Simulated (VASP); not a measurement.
A run of VASP 6.6.1 is set up as follows.

File POSCAR:

```
H
1.0
   -1.8313925236      1.8313925236      2.3246745198
    1.8313925236     -1.8313925236      2.3246745198
    1.8313925236      1.8313925236     -2.3246745198
H
2
Direct
    0.0797814151      0.0797814151      0.0000000000
    0.9202185849      0.9202185849      0.0000000000
```

INCAR.step1

```
PREC = Accurate ; ENCUT = 520
ISMEAR = -1 ; SIGMA = 0.05
LREAL = False ; LASPH = True
NELM = 60 ; NBANDS = 8
GGA = PE ; ALGO = Normal
EDIFF = 1E-4 ; LWAVE = True
LCHARG = False
```

INCAR.step2

```
PREC = Accurate ; ENCUT = 520
EDIFF = 1E-7 ; ISMEAR = -1
SIGMA = 0.05 ; LREAL = False
LASPH = True ; NELM = 60
ALGO = Normal ; ISIF = 2
LWAVE = False ; LCHARG = True
METAGGA = R2SCAN ; LMIXTAU = True
LELF = True ; LVHAR = True
NBANDS = 8 ; ISTART = 1
```

File KPOINTS:

```
Automatic mesh
0
Gamma
  11 11 11
```

Potentials or basis: VASP PAW PBE potentials, release 64 (H).

The run is started by

```bash
$ cat potpaw_PBE.64/H/POTCAR > POTCAR
$ cp INCAR.step1 INCAR
$ mpirun -np 1 vasp_std > vasp.out
$ cp INCAR.step2 INCAR
$ mpirun -np 1 vasp_std > vasp.out
```

(1) What does it give for the band gap on the k mesh?

(2) Predict the largest force.

## Answers

(1) 10.35 eV, indirect (least direct gap 10.82 eV).

(2) 0.005 eV/Å.

Caveat: the PAW data sets were made with another functional, which shifts forces and pressure a little.
